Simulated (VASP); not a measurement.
The system is Ru.

```
Ru
1.0
     2.70389    0.00000    0.00000
    -1.35194    2.34164    0.00000
     0.00000    0.00000    4.28168
Ru
2
Direct
  0.33333 0.66667 0.25000
  0.66667 0.33333 0.75000
```

* Program: VASP 6.6.1
* Task: relaxation of cell and atoms
* Functional: PBE
* Potentials or basis: VASP PAW PBE potentials, release 64 (Ru_pv)
* Cutoff: 600 eV
* k mesh: 13 × 13 × 8
* Occupations: fermi-dirac, width 0.05 eV
* Spin: collinear spin, ferromagnetic start
* Starting moments: [1.0, 1.0] μB

At the start: pressure 4.9 GPa; volume 13.55 Å³/atom.

Where does the relaxation end?

Over 6 steps the energy falls by 3.6 meV/atom and the volume is 13.76 Å³/atom (+1.5 %); space group P6_3/mmc (No. 194, to 0.1 Å) before and after; moment 0.00 μB per cell.

The path:
| step | energy change (eV) | largest force (eV/Å) | pressure (GPa) | volume (Å³) |
| --- | --- | --- | --- | --- |
| 1 | 0.0000 | 0.0000 | 4.85 | 27.11 |
| 2 | 0.0421 | 0.0000 | -12.21 | 28.75 |
| 3 | -0.0069 | 0.0000 | -0.29 | 27.55 |
| 4 | -0.0069 | 0.0000 | -0.19 | 27.54 |
| 5 | -0.0070 | 0.0000 | 0.21 | 27.51 |
| 6 | -0.0072 | 0.0000 | 0.03 | 27.52 |

Final structure:
```yaml
crystal:
  lattice:
    - [2.72325, 0.00000, 0.00000]
    - [-1.36162, 2.35840, 0.00000]
    - [0.00000, 0.00000, 4.28520]
  atoms:
    - { symbol: Ru, position: [0.33333, 0.66667, 0.25000] }
    - { symbol: Ru, position: [0.66667, 0.33333, 0.75000] }
```
